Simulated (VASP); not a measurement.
# NaF: single point with HSE06

NaF:

```xyz
2
Lattice="0.0000 2.5313 2.5313 2.5313 0.0000 2.5313 2.5313 2.5313 0.0000" Properties=species:S:1:pos:R:3 pbc="T T T"
Na    0.0000    0.0000    0.0000
F     1.2656    1.2656    1.2656
```

```json
{"Program": "VASP 6.6.1", "Task": "single point", "Functional": "HSE06", "Potentials or basis": "VASP PAW PBE potentials, release 64 (Na_pv, F)", "Cutoff": "520 eV", "k mesh": "6 × 6 × 6", "Occupations": "gaussian, width 0.01 eV", "Spin": "no spin polarisation", "Dipole correction": "no", "Grid for exact exchange (PRECFOCK)": "Normal", "Further INCAR settings": "ALGO = Normal; EDIFF = 1e-06; NBANDS = 14", "Share of exact exchange": "0.25", "Screening parameter": "0.2079 1/Å"}
```

```json
{
  "Pressure": "0.9 GPa",
  "Band gap on the k mesh": "7.64 eV"
}
```

Levels at points of the mesh, in eV from the valence-band top:
| k point | band 5 | band 6 | band 7 | band 8 | band 9 | band 10 |
| --- | --- | --- | --- | --- | --- | --- |
| (0.00, 0.00, 0.00) | 0.00 | 0.00 | 0.00 | 7.64 | 21.62 | 21.62 |
| (0.50, 0.00, 0.00) | -0.85 | -0.04 | -0.04 | 12.03 | 13.08 | 19.42 |
| (0.50, 0.50, 0.00) | -0.79 | -0.17 | -0.17 | 11.99 | 14.16 | 18.61 |

Wall time 15 min on 1 thread of AMD EPYC 7R43 64-Core Processor (Zen 3), on a shared host, peak memory 0.22 GiB.

Caveat: the structure was generated, so it needn't be the stable form of NaF; the PAW data sets were made with another functional, which shifts forces and pressure a little.
